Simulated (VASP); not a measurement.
# MgO in VASP: settings compared

The runs below take MgO through single point, with r2SCAN, HSE06.

Program: VASP 6.6.1. These are calculated values, not measurements. Logs are shortened: lines on timing, memory, paths and dates and some standing lists are left out, and cuts for length are marked.

### Step 1. The cell of the first run

The structure is tetragonal, space group I-4m2 (No. 119). The conventional cell has a = 3.037 Å, b = 3.037 Å, c = 4.564 Å, α = 90.00°, β = 90.00°, γ = 90.00°. Within 2.5 Å of Mg (site symmetry -4m2) lie 4 O at 1.90 Å. Within 2.5 Å of O (site symmetry -4m2) lie 4 Mg at 1.90 Å.

### Step 2. Single point, r2SCAN (biaxial xy strain -5.9%)

File POSCAR:

```
MgO
1.0
    0.0000000000      2.1471391277      2.2820056624
    2.1471391277      0.0000000000      2.2820056624
    2.1471391277      2.1471391277      0.0000000000
Mg O
1 1
Direct
    0.0000000000      0.0000000000      0.0000000000
    0.2500000000      0.2500000000      0.2500000000
```

File INCAR.step1:

```
SYSTEM = MgO
PREC     = Accurate       ! precision mode
ENCUT    = 520            ! plane-wave cutoff, eV
ISMEAR   = 0              ! smearing method
SIGMA    = 0.01           ! smearing width, eV
LREAL    = .False.        ! projectors in reciprocal space
LASPH    = .True.         ! aspherical terms in the spheres
NELM     = 60             ! most SCF steps
NBANDS   = 11             ! bands
GGA      = PE             ! functional
ALGO     = Normal         ! electronic algorithm
EDIFF    = 1E-4           ! SCF threshold, eV
LWAVE    = .True.         ! write WAVECAR
LCHARG   = .False.        ! write CHGCAR
```

File INCAR.step2:

```
SYSTEM = MgO
PREC     = Accurate       ! precision mode
ENCUT    = 520            ! plane-wave cutoff, eV
EDIFF    = 1E-6           ! SCF threshold, eV
ISMEAR   = 0              ! smearing method
SIGMA    = 0.01           ! smearing width, eV
LREAL    = .False.        ! projectors in reciprocal space
LASPH    = .True.         ! aspherical terms in the spheres
NELM     = 60             ! most SCF steps
ALGO     = Normal         ! electronic algorithm
ISIF     = 2              ! what is computed and relaxed
LWAVE    = .False.        ! write WAVECAR
LCHARG   = .False.        ! write CHGCAR
METAGGA  = R2SCAN         ! meta-GGA
LMIXTAU  = .True.       
NBANDS   = 11             ! bands
ISTART   = 1
```

File KPOINTS:

```
regular mesh
0
Gamma
  10 10 10
  0 0 0
```

Potentials or basis: VASP PAW PBE potentials, release 64 (Mg, O).

Started as:

```
> cat potpaw_PBE.64/Mg/POTCAR potpaw_PBE.64/O/POTCAR > POTCAR
> cp INCAR.step1 INCAR
> mpirun -np 1 vasp_std > vasp.out
> cp INCAR.step2 INCAR
> mpirun -np 1 vasp_std > vasp.out
```

OUTCAR:

```text
SYSTEM = MgO
   PREC = Accurate
   ENCUT = 520
   EDIFF = 1E-6
   ISMEAR = 0
   LREAL = .False.
   LASPH = .True.
   NELM = 60
   ISIF = 2
   METAGGA = R2SCAN
   ISTART = 1

 ion  position               nearest neighbor table
   1  0.000  0.000  0.000-   2 1.90   2 1.90   2 1.90   2 1.90
   2  0.250  0.250  0.250-   1 1.90   1 1.90   1 1.90   1 1.90

  LATTYP: Found a body centered tetragonal cell.
 ALAT       =     3.0365132747
 C/A-ratio  =     1.5030434291

  Lattice vectors:

 A1 = (  -2.1471391277,   0.0000000000,   2.2820056624)
 A2 = (   2.1471391277,   0.0000000000,   2.2820056624)
 A3 = (   0.0000000000,   2.1471391277,  -2.2820056624)

Analysis of symmetry for initial positions (statically):
=====================================================================
 Subroutine PRICEL returns:
 Original cell was already a primitive cell.

 Routine SETGRP: Setting up the symmetry group for a
 body centered tetragonal supercell.

 Subroutine GETGRP returns: Found  8 space group operations
 (whereof  8 operations were pure point group operations)
 out of a pool of 16 trial point group operations.

The static configuration has the point symmetry D_2d.

Analysis of symmetry for dynamics (positions and initial velocities):
=====================================================================
 Subroutine PRICEL returns:
 Original cell was already a primitive cell.

 Routine SETGRP: Setting up the symmetry group for a
 body centered tetragonal supercell.

 Subroutine GETGRP returns: Found  8 space group operations
 (whereof  8 operations were pure point group operations)
 out of a pool of 16 trial point group operations.

The dynamic configuration has the point symmetry D_2d.

 Subroutine INISYM returns: Found  8 space group operations
 (whereof  8 operations are pure point group operations),
 and found     1 'primitive' translations

----------------------------------------------------------------------------------------

                                     Primitive cell

  volume of cell :      21.0410

  direct lattice vectors                    reciprocal lattice vectors
     0.000000000  2.147139128  2.282005662    -0.232868003  0.232868003  0.219105504
     2.147139128  0.000000000  2.282005662     0.232868003 -0.232868003  0.219105504
     2.147139128  2.147139128  0.000000000     0.232868003  0.232868003 -0.219105504

  length of vectors
     3.133329902  3.133329902  3.036513275     0.395553075  0.395553075  0.395553075

  position of ions in fractional coordinates (direct lattice)
     0.000000000  0.000000000  0.000000000
     0.250000000  0.250000000  0.250000000

  ion indices of the primitive-cell ions
   primitive index   ion index
                 1           1
                 2           2

----------------------------------------------------------------------------------------

 KPOINTS: regular mesh

Automatic generation of k-mesh.
 Grid dimensions read from file:
 generate k-points for:   10   10   10

 Generating k-lattice:

  Cartesian coordinates                     Fractional coordinates (reciprocal lattice)
    -0.023286800  0.023286800  0.021910550     0.100000000 -0.000000000  0.000000000
     0.023286800 -0.023286800  0.021910550    -0.000000000  0.100000000  0.000000000
     0.023286800  0.023286800 -0.021910550     0.000000000  0.000000000  0.100000000

  Length of vectors
     0.039555307  0.039555307  0.039555307

  Shift w.r.t. Gamma in fractional coordinates (k-lattice)
     0.000000000  0.000000000  0.000000000

 Subroutine IBZKPT returns following result:
 ===========================================

 Found    102 irreducible k-points:

 Following reciprocal coordinates:
            Coordinates               Weight
  0.000000  0.000000  0.000000      1.000000
  0.100000  0.000000  0.000000      8.000000
  0.200000  0.000000  0.000000      8.000000
  0.300000  0.000000  0.000000      8.000000
  0.400000  0.000000  0.000000      8.000000
  0.500000  0.000000  0.000000      4.000000
[... 16 lines left out ...]
  0.300000  0.300000  0.000000      2.000000
  0.400000  0.300000  0.000000      8.000000
 [... further k-points ...]
   k-points           NKPTS =    102   k-points in BZ     NKDIM =    102   number of bands    NBANDS=     11
   number of dos      NEDOS =    301   number of ions     NIONS =      2
   total plane-waves  NPLWV =  13824
   dimension x,y,z NGX =    24 NGY =   24 NGZ =   24
   dimension x,y,z NGXF=    48 NGYF=   48 NGZF=   48
   ions per type =               1   1
   NGX,Y,Z   is equivalent  to a cutoff of  12.73, 12.73, 13.14 a.u.
   NGXF,Y,Z  is equivalent  to a cutoff of  25.47, 25.47, 26.28 a.u.
 SYSTEM =  MgO
   PREC   = accura    normal or accurate (medium, high low for compatibility)
   ISTART =      1    job   : 0-new  1-cont  2-samecut
   ICHARG =      0    charge: 1-file 2-atom 10-const
   ISPIN  =      1    spin polarized calculation?
   LNONCOLLINEAR =      F non collinear calculations
   LSORBIT =      F    spin-orbit coupling
   LASPH  =      T    aspherical Exc in radial PAW
   ENCUT  =  520.0 eV  38.22 Ry    6.18 a.u.   5.83  5.83  5.65*2*pi/ulx,y,z
   NELM   =     60;   NELMIN=  2; NELMDL=  0     # of ELM steps
   EDIFF  = 0.1E-05   stopping-criterion for ELM
   LREAL  =      F    real-space projection
   EDIFFG = 0.1E-04   stopping-criterion for IOM
   NSW    =      0    number of steps for IOM
   IBRION =     -1    ionic relax: 0-MD 1-quasi-New 2-CG
   NFREE  =      0    steps in history (QN), initial steepest desc. (CG)
   ISIF   =      2    stress and relaxation
   ISYM   =      2    0-nonsym 1-usesym 2-fastsym
   POTIM  = 0.5000    time-step for ionic-motion
   TEBEG  =    0.0;   TEEND  =   0.0 temperature during run
   PSTRESS=    0.0 pullay stress
   NELECT =       8.0000    total number of electrons
   NUPDOWN=      -1.0000    fix difference up-down
   EMIN   =  10.00;   EMAX   =-10.00  energy-range for DOS
   EFERMI =   0.00;   METHOD = LEGACY
   ISMEAR =     0;   SIGMA  =   0.01  broadening in eV -4-tet -1-fermi 0-gaus
   EFERMI_NEDOS =   21; number of points for ismear=-14 and -15
   IALGO  =     38    algorithm
   IMIX   =      4    mixing-type and parameters
     AMIX     =   0.40;   BMIX     =  1.00
     AMIX_MAG =   1.60;   BMIX_MAG =  1.00
  volume/ion in A,a.u.               =      10.52        71.00
  Fermi-wavevector in a.u.,A,eV,Ry     =   1.185994  2.241204 19.137704  1.406582
  Thomas-Fermi vector in A             =   2.322176
   LORBIT       =      0    0 simple, 1 ext, 2 COOP (PROOUT), +10 PAW based schemes
   METAGGA = R2SCAN    functional components
   LHFCALC =     F    Hartree Fock is set to
   AEXX    =    0.0000 exact exchange contribution
   IVDW    =     0    specifies the selected vdW correction
   LEPSILON=     F    determine dielectric tensor
   LRPA    =     F    only Hartree local field effects (RPA)
 non-spin polarized calculation
 Gauss-broadening in eV      SIGMA  =   0.01
  energy-cutoff  :      520.00
  volume of cell :       21.04
 maximum number of plane-waves:       581
   NGX = 11   NGY = 11   NGZ = 11

 number of electron       7.9999997 magnetization

 Free energy of the ion-electron system (eV)
  ---------------------------------------------------
  ext. energy  EPLUGINS =         0.00000000
  ---------------------------------------------------
  free energy    TOTEN  =       -15.70199289 eV

  energy without entropy =      -15.70199289  energy(sigma->0) =      -15.70199289

 E-fermi :   1.2347     XC(G=0): -10.7416

 val. band max:        1.1081335065   @ k =  -0.1000   0.1000   0.0000
 cond. band min:       6.1104760624   @ k =   0.0000   0.0000   0.0000
 fundamental gap:      5.0023425559
 Fermi energy:         1.2346530234

 k-point     1 :       0.0000    0.0000    0.0000
  band No.  band energies     occupation
      1     -16.1818      2.00000
      2       0.9271      2.00000
      3       1.0827      2.00000
      4       1.0827      2.00000
      5       6.1105      0.00000
      6      20.3659      0.00000
      7      20.3825      0.00000
      8      20.3825      0.00000
      9      22.2752      0.00000
     10      22.7204      0.00000
     11      24.7541      0.00000

 k-point     2 :       0.1000    0.0000    0.0000
  band No.  band energies     occupation
      1     -16.1084      2.00000
      2       0.5422      2.00000
      3       0.9557      2.00000
      4       1.0749      2.00000
      5       6.6745      0.00000
      6      19.2404      0.00000
      7      20.1294      0.00000
      8      20.4244      0.00000
      9      21.4144      0.00000
     10      22.9625      0.00000
     11      23.7458      0.00000

 k-point     3 :       0.2000    0.0000    0.0000
  band No.  band energies     occupation
      1     -15.9099      2.00000
      2      -0.4416      2.00000
      3       0.8711      2.00000
      4       1.0543      2.00000
      5       7.9049      0.00000
      6      17.2260      0.00000
      7      19.0479      0.00000
      8      19.9668      0.00000
      9      21.9878      0.00000
     10      22.5906      0.00000
     11      23.3199      0.00000

 k-point     4 :       0.3000    0.0000    0.0000
  band No.  band energies     occupation
      1     -15.6520      2.00000
      2      -1.4089      2.00000
      3       0.7777      2.00000
      4       1.0292      2.00000
      5       9.2759      0.00000
      6      15.3084      0.00000
      7      17.9900      0.00000
      8      19.0407      0.00000
      9      22.7698      0.00000
     10      23.6101      0.00000
     11      23.8718      0.00000
[... 239 lines left out ...]
 k-point    22 :      -0.2000    0.2000    0.0000
  band No.  band energies     occupation
      1     -15.5536      2.00000
      2      -1.3373      2.00000
      3       0.1683      2.00000
      4       1.0814      2.00000
      5       9.7693      0.00000
      6      15.3721      0.00000
      7      16.8815      0.00000
      8      19.0344      0.00000
      9      22.4166      0.00000
     10      24.9171      0.00000
     11      25.2215      0.00000

 k-point    23 :       0.3000    0.3000    0.0000
  band No.  band energies     occupation
      1     -15.5409      2.00000
      2      -1.2773      2.00000
      3       0.6506      2.00000
      4       0.6506      2.00000
      5       8.8780      0.00000
      6      14.2203      0.00000
      7      18.0303      0.00000
      8      20.5865      0.00000
      9      20.5865      0.00000
     10      27.3502      0.00000
     11      27.6938      0.00000

 k-point    24 :       0.4000    0.3000    0.0000
  band No.  band energies     occupation
      1     -15.3778      2.00000
      2      -1.5709      2.00000
      3       0.4012      2.00000
      4       0.5952      2.00000
      5       9.0921      0.00000
      6      14.0197      0.00000
      7      17.6761      0.00000
      8      20.4467      0.00000
      9      20.8887      0.00000
     10      27.6993      0.00000
     11      28.0994      0.00000

 [... further k-points ...]
[... 5 lines left out ...]
  --------------------------------------------------------------------------------------
  -------------------------------------------------------------------------------------
  Total        2.6102301      2.6102301      2.2848014      0.0000000      0.0000000      0.0000000
  in kB      198.7569377    198.7569377    173.9770427      0.0000000      0.0000000      0.0000000
  external PRESSURE =     190.4969727 kB  Pullay stress =       0.0000000 kB

 VOLUME and BASIS-vectors are now :
 -----------------------------------------------------------------------------
  energy-cutoff  :      520.00
  volume of cell :       21.04
      direct lattice vectors                 reciprocal lattice vectors
     0.000000000  2.147139128  2.282005662    -0.232868003  0.232868003  0.219105504
     2.147139128  0.000000000  2.282005662     0.232868003 -0.232868003  0.219105504
     2.147139128  2.147139128  0.000000000     0.232868003  0.232868003 -0.219105504

 POSITION                                       TOTAL-FORCE (eV/Angst)
 -----------------------------------------------------------------------------------
      0.00000      0.00000      0.00000        -0.000000     -0.000000      0.000000
      1.07357      1.07357      1.14100         0.000000      0.000000      0.000000
 -----------------------------------------------------------------------------------
    total drift:                                0.000009      0.000009     -0.000002

  FREE ENERGIE OF THE ION-ELECTRON SYSTEM (eV)
  ---------------------------------------------------
  free  energy   TOTEN  =       -15.7019928881 eV

  energy  without entropy=      -15.7019928881  energy(sigma->0) =      -15.70199289
```

It took 2 min on 1 thread of AMD EPYC 7R43 (Zen 3), shared host; peak memory 0.12 GiB.

What came out:

```yaml
Free_energy: -15.7020 eV
Pressure: 19.0 GPa
Band_gap_on_the_k_mesh: 5.00 eV, indirect (least direct gap 5.03 eV)
```

Caveat: the cell differs from its parent crystal (biaxial xy strain -5.9%); the PAW data sets were made with another functional, which shifts forces and pressure a little. A k mesh can miss the band edges.

### Step 3. Single point, r2SCAN (uniaxial z strain +2.3%)

File POSCAR:

```
MgO
1.0
    0.0000000000      2.2820056624      2.3354045949
    2.2820056624      0.0000000000      2.3354045949
    2.2820056624      2.2820056624      0.0000000000
Mg O
1 1
Direct
    0.0000000000      0.0000000000      0.0000000000
    0.2500000000      0.2500000000      0.2500000000
```

File INCAR.step1:

```
SYSTEM = MgO
PREC     = Accurate       ! precision mode
ENCUT    = 520            ! plane-wave cutoff, eV
ISMEAR   = 0              ! smearing method
SIGMA    = 0.01           ! smearing width, eV
LREAL    = .FALSE.        ! projectors in reciprocal space
LASPH    = .TRUE.         ! aspherical terms in the spheres
NELM     = 100            ! most SCF steps
NBANDS   = 11             ! bands
GGA      = PE             ! functional
ALGO     = Normal         ! electronic algorithm
EDIFF    = 1E-4           ! SCF threshold, eV
LWAVE    = .TRUE.         ! write WAVECAR
LCHARG   = .FALSE.        ! write CHGCAR
```

File INCAR.step2:

```
SYSTEM = MgO
PREC     = Accurate       ! precision mode
ENCUT    = 520            ! plane-wave cutoff, eV
EDIFF    = 1E-6           ! SCF threshold, eV
ISMEAR   = 0              ! smearing method
SIGMA    = 0.01           ! smearing width, eV
LREAL    = .FALSE.        ! projectors in reciprocal space
LASPH    = .TRUE.         ! aspherical terms in the spheres
NELM     = 100            ! most SCF steps
ALGO     = Normal         ! electronic algorithm
ISIF     = 2              ! what is computed and relaxed
LWAVE    = .FALSE.        ! write WAVECAR
LCHARG   = .FALSE.        ! write CHGCAR
METAGGA  = R2SCAN         ! meta-GGA
LMIXTAU  = .TRUE.       
NBANDS   = 11             ! bands
ISTART   = 1
```

File KPOINTS:

```
Automatic mesh
0
G
  10 10 10
  0 0 0
```

Potentials or basis: VASP PAW PBE potentials, release 64 (Mg, O).

Started as:

```
> cat potpaw_PBE.64/Mg/POTCAR potpaw_PBE.64/O/POTCAR > POTCAR
> cp INCAR.step1 INCAR
> mpirun -np 1 vasp_std > vasp.out
> cp INCAR.step2 INCAR
> mpirun -np 1 vasp_std > vasp.out
```

Wall time 2 min (1 thread of AMD EPYC 7R43 (Zen 3), shared host); peak memory 0.12 GiB.

The run converged. Its results:

| Property | Result |
| --- | --- |
| Free energy | -15.8462 eV |
| Pressure | -3.4 GPa |
| Band gap on the k mesh | 4.16 eV, indirect (the least direct gap lies 3.5 meV higher) |

Stress tensor (GPa, compression positive):
```
-2.97  0.00  0.00
 0.00 -2.97  0.00
 0.00  0.00 -4.20
```

Levels at points of the mesh, in eV from the valence-band top:
```tsv
k point	band 1	band 2	band 3	band 4	band 5	band 6	band 7	band 8
(0.00, 0.00, 0.00)	-16.79	-0.06	0.00	0.00	4.16	17.63	17.63	17.65
(0.50, 0.00, 0.00)	-16.18	-2.98	-0.26	-0.15	9.43	10.33	15.15	15.55
(0.50, 0.50, 0.00)	-16.01	-2.55	-0.69	-0.69	6.86	12.33	14.87	17.67
(0.50, 0.00, 0.50)	-15.98	-2.44	-0.80	-0.79	6.86	12.31	15.02	17.17
```

Caveat: the cell differs from its parent crystal (uniaxial z strain +2.3%); the PAW data sets were made with another functional, which shifts forces and pressure a little.

(Continued in part 2 of 3.)
